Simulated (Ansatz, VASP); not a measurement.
Two plane-wave programs on CaO

INCAR

```
ALGO = Normal
EDIFF = 1E-6
EDIFFG = -0.05
ENCUT = 600
GGA = CA
IBRION = 2
ISIF = 3
ISMEAR = 0
LASPH = T
LCHARG = F
LREAL = F
LWAVE = F
NELM = 100
NSW = 100
PREC = Accurate
SIGMA = 0.1
```

The input KPOINTS:

```
k-points
0
Gamma
  8 8 8
```

File POSCAR:

```
CaO
1.0
    0.0000000000      2.4535000000      2.4535000000
    2.4535000000      0.0000000000      2.4535000000
    2.4535000000      2.4535000000      0.0000000000
Ca O
1 1
Direct
    0.0000000000      0.0000000000      0.0000000000
    0.5000000000      0.5000000000      0.5000000000
```

Input for Ansatz:

```yaml
crystal:
  lattice:
    - [0.0, 2.4535, 2.4535]
    - [2.4535, 0.0, 2.4535]
    - [2.4535, 2.4535, 0.0]
  atoms:
    - { symbol: Ca, position: [0.0, 0.0, 0.0] }
    - { symbol: O, position: [0.5, 0.5, 0.5] }
basis:
  ecutwfc: 420
kpoints:
  mp_grid: { grid: [8, 8, 8] }
hamiltonian:
  xc: lda
  pseudopotentials: { kind: paw, azcp: { folder: soft_1 } }
scf:
  occupations: { method: gaussian, width: 0.1 }
output:
  forces: true
  stress: true
  eigenvalues: true
relax:
  adjacent_minimum: "off"
  f_tol: 0.05
  max_steps: 80
  cell: { stress_tol: 0.5 }
```

Alike in both runs: task relaxation of cell and atoms; functional LDA; k mesh 8 × 8 × 8; occupations gaussian, width 0.1 eV; no spin polarisation.

|  | VASP | Ansatz |
| --- | --- | --- |
| version | VASP 6.6.1 | Ansatz 0.2.0 |
| potentials or method | VASP PAW LDA potentials, release 64 (Ca_sv, O), cutoff 600 eV | scalar-relativistic, plane waves, PAW |
| valence electrons in the cell | 16 | 16 |

VASP gave:

| Property | Result |
| --- | --- |
| gap on the k mesh at the Fermi level, each at its own relaxed structure (eV) | 3.43 |
| relaxed volume (Å³/atom) | 13.12 |
| relaxed cell length with the largest relative difference (Å) | 3.336 |

Problem. What did Ansatz give for the same quantities?

Solution. gap on the k mesh at the Fermi level, each at its own relaxed structure (eV): 3.45; relaxed volume (Å³/atom): 13.07; relaxed cell length with the largest relative difference (Å): 3.332.

Ansatz warns that its potentials were made for another functional, while VASP's fit it. LDA's correlation is that of Perdew and Zunger in VASP and of Perdew and Wang (1992) in Ansatz.
